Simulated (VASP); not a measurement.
Write the native input for VASP 6.6.1 that does the following.

- Task: single point
- Functional: PBE
- Dispersion: D4
- Potentials or basis: VASP PAW PBE potentials, release 64 (Ag)
- Cutoff: 520 eV
- k mesh: 8 × 8 × 8
- Occupations: methfessel-paxton, width 0.2 eV
- Spin: non-collinear spin, zero start, spin-orbit coupling
- Starting moments: [[0.0, 0.0, 0.0]] μB
- Hubbard terms: Ag d U = 7.5 eV
- Dipole correction: no
- Further INCAR settings: ALGO = Normal; EDIFF = 1e-06; NBANDS = 22

The structure of Ag lies in POSCAR:

```
Ag
1.0
    0.0000000000      2.0708635645      2.0708635645
    2.0708635645      0.0000000000      2.0708635645
    2.0708635645      2.0708635645      0.0000000000
Ag
1
Direct
    0.0000000000      0.0000000000      0.0000000000
```

These files were run (other wordings do the same):

INCAR

```
ALGO = Normal ; EDIFF = 1E-6
ENCUT = 520 ; GGA = PE
GGA_COMPAT = False ; ISIF = 2
ISMEAR = 1 ; IVDW = 13
LASPH = True ; LCHARG = False
LDAU = True ; LDAUJ = 0
LDAUL = 2 ; LDAUPRINT = 1
LDAUTYPE = 2 ; LDAUU = 7.5
LMAXMIX = 4 ; LORBIT = 11
LORBMOM = True ; LREAL = False
LSORBIT = True ; LWAVE = False
MAGMOM = 0 0 0 ; NBANDS = 22
NELM = 150 ; PREC = Accurate
SIGMA = 0.2
```

KPOINTS

```
k-points
0
Gamma
  8 8 8
```

Potentials or basis: VASP PAW PBE potentials, release 64 (Ag).

The run is started by

```sh
$ cat potpaw_PBE.64/Ag/POTCAR > POTCAR
$ mpirun -np 1 vasp_ncl > vasp.out
```

It gave:

| Item | Value |
| --- | --- |
| Pressure | -4.8 GPa |
| Net moment | 0.00 μB per cell |
| Valence electrons inside the program's atomic spheres | Ag 10.13 |
| Dispersion energy per atom | -0.547 eV |

Caveat: the U is typed as a test and isn't derived for this compound.

Run time: 24 s on 1 thread of Intel Xeon 6975P-C, with other jobs on the host, peak memory 0.2 GiB.
